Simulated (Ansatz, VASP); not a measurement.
# AlCo3: VASP beside Ansatz

File POSCAR:

```
AlCo3
1.0
    3.5749480000      0.0000000000      0.0000000000
    0.0000000000      3.5749480000      0.0000000000
    0.0000000000      0.0000000000      3.5749480000
Al Co
1 3
Direct
    0.0000000000      0.0000000000      0.0000000000
    0.5000000000      0.5000000000      0.0000000000
    0.5000000000      0.0000000000      0.5000000000
    0.0000000000      0.5000000000      0.5000000000
```

Contents of INCAR.step1:

```
  ALGO = Normal
  EDIFF = 1E-4
  ENCUT = 520
  GGA = PE
  ISMEAR = 0
  ISPIN = 2
  LASPH = True
  LCHARG = False
  LMAXMIX = 4
  LREAL = False
  LWAVE = True
  MAGMOM = 0 1.76 1.76 1.76
  NBANDS = 27
  NELM = 150
  PREC = Accurate
  SIGMA = 0.3
```

INCAR.step2

```
  ALGO = Normal
  EDIFF = 1E-6
  ENCUT = 520
  ISIF = 2
  ISMEAR = 0
  ISPIN = 2
  ISTART = 1
  LASPH = True
  LCHARG = False
  LMAXMIX = 4
  LMIXTAU = True
  LORBIT = 11
  LREAL = False
  LWAVE = False
  MAGMOM = 0 1.76 1.76 1.76
  METAGGA = R2SCAN
  NBANDS = 27
  NELM = 150
  PREC = Accurate
  SIGMA = 0.3
```

Contents of KPOINTS:

```
k-points
0
Gamma
  12 12 12
```

Input for Ansatz:

```yaml
crystal:
  lattice:
    - [3.574948, 0.0, 0.0]
    - [0.0, 3.574948, 0.0]
    - [0.0, 0.0, 3.574948]
  atoms:
    - { symbol: Al, position: [0.0, 0.0, 0.0] }
    - { symbol: Co, position: [0.5, 0.5, 0.0], spin: 1.76 }
    - { symbol: Co, position: [0.5, 0.0, 0.5], spin: 1.76 }
    - { symbol: Co, position: [0.0, 0.5, 0.5], spin: 1.76 }
basis:
  ecutwfc: 500
kpoints:
  mp_grid: { grid: [12, 12, 12] }
hamiltonian:
  xc: r2scan
scf:
  occupations: { method: gaussian, width: 0.3 }
output:
  forces: true
  stress: true
  eigenvalues: true
  populations: true
magnetization:
  spin_polarized: true
```

Alike in both runs: task single point; functional r2SCAN; k mesh 12 × 12 × 12; occupations gaussian, width 0.3 eV; collinear spin.

```csv
,VASP,Ansatz
version,VASP 6.6.1,Ansatz 0.2.0
potentials or method,"VASP PAW PBE potentials, release 64 (Al, Co), cutoff 520 eV","scalar-relativistic, plane waves, PAW"
valence electrons in the cell,30,54
```

Ansatz gave:

```
gap on the k mesh at the Fermi level (eV)                     : none
pressure (GPa)                                                : 1.4
net moment per atom (μB)                                      : 1.13
size of the moment on the site where the two differ most (μB) : 0.06
```

Question: What did VASP give for the same quantities?

Answer: gap on the k mesh at the Fermi level (eV): none; pressure (GPa): 1.2; net moment per atom (μB): 1.12; size of the moment on the site where the two differ most (μB): 0.04.

VASP's potentials were made for PBE, not for r2SCAN. Site moments also hang on the region over which each program counts them. A gap of «none» marks a metal or a gap that the smearing closes. VASP's potentials hold 30 valence electrons a cell and Ansatz's 54, so a difference there can come from the potentials and not from the codes. Ansatz's warnings: stability check not made.
